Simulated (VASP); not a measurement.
# AlN: single point with PBE

The system is AlN.

```xyz
2
Lattice="0.0000 2.2040 2.2040 2.2040 0.0000 2.2040 2.2040 2.2040 0.0000" Properties=species:S:1:pos:R:3 pbc="T T T"
Al    0.0000    0.0000    0.0000
N     3.3060    3.3060    3.3060
```

```json
{
  "Program": "VASP 6.6.1",
  "Task": "single point",
  "Functional": "PBE",
  "Potentials or basis": "VASP PAW PBE potentials, release 64 (Al, N)",
  "Cutoff": "600 eV",
  "k mesh": "5 × 5 × 5",
  "Occupations": "gaussian, width 0.15 eV",
  "Spin": "no spin polarisation",
  "Dipole correction": "no",
  "Further INCAR settings": "ALGO = Normal; EDIFF = 1e-06; NBANDS = 11"
}
```

```yaml
Pressure: -1.1 GPa
Band_gap_on_the_k_mesh: 3.86 eV, indirect (least direct gap 3.95 eV)
```

Levels at points of the mesh, in eV from the valence-band top:
```tsv
k point	band 1	band 2	band 3	band 4	band 5	band 6	band 7	band 8
(0.00, 0.00, 0.00)	-14.83	0.00	0.00	0.00	3.95	12.28	12.28	12.28
```

Run time: 8.8 s on 1 thread of Intel Xeon 8259CL, on a shared host, peak memory 0.15 GiB.

Caveat: the k points lie up to 0.49 Å⁻¹ apart. A k mesh can miss the band edges.
